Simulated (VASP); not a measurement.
A run of VASP 6.6.1:

Contents of INCAR:

```
SYSTEM = Si
PREC     = Accurate       ! precision mode
ENCUT    = 520            ! plane-wave cutoff, eV
EDIFF    = 1E-7           ! SCF threshold, eV
ISMEAR   = 0              ! smearing method
SIGMA    = 0.05           ! smearing width, eV
LREAL    = .FALSE.        ! projectors in reciprocal space
LASPH    = .TRUE.         ! aspherical terms in the spheres
NELM     = 80             ! most SCF steps
ALGO     = Normal         ! electronic algorithm
ISIF     = 2              ! what is computed and relaxed
LWAVE    = .FALSE.        ! write WAVECAR
LCHARG   = .FALSE.        ! write CHGCAR
GGA      = PE             ! functional
NBANDS   = 16             ! bands
```

Contents of KPOINTS:

```
Automatic mesh
0
G
  12 12 6
  0 0 0
```

Contents of POSCAR:

```
Si
1.0
    3.9567452140      0.0000000000      0.0000000000
   -1.9783726070      3.4266418716      0.0000000000
    0.0000000000      0.0000000000      6.0292883571
Si
4
Direct
    0.3333333333      0.6666666667      0.0440780254
    0.6666666667      0.3333333333      0.5440780254
    0.3333333333      0.6666666667      0.4559219746
    0.6666666667      0.3333333333      0.9559219746
```

Potentials or basis: VASP PAW PBE potentials, release 64 (Si).

Command:

```bash
$ cat potpaw_PBE.64/Si/POTCAR > POTCAR
$ mpirun -np 1 vasp_std > vasp.out
```

Hardware: 1 thread of Intel Xeon 8259CL (shared host).

Problem. Estimate the wall time of this run.

Solution. Wall time 2.5 min on 1 thread of Intel Xeon 8259CL (shared host), peak memory 0.23 GiB. Counts: scf iterations 14, k points 76.
